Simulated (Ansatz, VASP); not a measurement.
**Two plane-wave programs on HfSi3W**

```
Hf Si W
1.0
    -1.72183    1.72183    6.63504
     1.72183   -1.72183    6.63504
     1.72183    1.72183   -6.63504
Hf Si W
1 3 1
Cartesian
  0.0000 0.0000 8.1079
  0.0000 0.0000 0.1771
  0.0000 0.0000 10.9008
  0.0000 0.0000 5.6162
  0.0000 0.0000 3.2245
```

Alike in both runs: task relaxation of cell and atoms; functional PBE; k mesh 12 × 12 × 12; occupations gaussian, width 0.1 eV; no spin polarisation.

```csv
,VASP,Ansatz
version,VASP 6.6.1,Ansatz 0.2.0
potentials or method,"VASP PAW PBE potentials, release 64 (Hf_pv, Si, W_sv), cutoff 600 eV","scalar-relativistic, plane waves, PAW"
valence electrons in the cell,36,52
```

Ansatz gave:

| Quantity | Value |
| --- | --- |
| gap on the k mesh at the Fermi level, each at its own relaxed structure (eV) | none |
| relaxed volume (Å³/atom) | 15.77 |
| relaxed length of the cell vector where the two differ most in proportion (Å) | 7.099 |

Task: Which values does VASP return?

Result: gap on the k mesh at the Fermi level, each at its own relaxed structure (eV): none; relaxed volume (Å³/atom): 15.76; relaxed length of the cell vector where the two differ most in proportion (Å): 7.100.

A gap of «none» marks a metal or a gap that the smearing closes. VASP's potentials hold 36 valence electrons a cell and Ansatz's 52, so a difference there can come from the potentials and not from the codes.

Spin-orbit coupling is off throughout.
